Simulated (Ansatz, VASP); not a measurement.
# CoSi2: VASP beside Ansatz

```
CELL_PARAMETERS angstrom
3.84872 0.00000 0.00000
0.00000 3.84872 0.00000
0.00000 0.00000 2.64028
ATOMIC_POSITIONS crystal
Co 0.50000 0.50000 0.00000
Si 0.00000 0.50000 0.50000
Si 0.50000 0.00000 0.50000
```

Alike in both runs: functional PBE; k mesh 12 × 12 × 18; occupations gaussian, width 0.1 eV; no spin polarisation.

Ansatz relaxed the structure, and its values are those at the end. VASP's run is a single point on that final structure, the one shown.

```csv
,VASP,Ansatz
version,VASP 6.6.1,Ansatz 0.2.0
potentials or method,"VASP PAW PBE potentials, release 64 (Co, Si), cutoff 520 eV","scalar-relativistic, plane waves, PAW"
valence electrons in the cell,17,25
```

|  | VASP | Ansatz | Ansatz less VASP |
| --- | --- | --- | --- |
| gap on the k mesh at the Fermi level (eV) | none | none | - |
| pressure (GPa) | -0.1 | 0.0 | +0.11 |

A gap of «none» marks a metal or a gap that the smearing closes. VASP's potentials hold 17 valence electrons a cell and Ansatz's 25, so a difference there can come from the potentials and not from the codes.
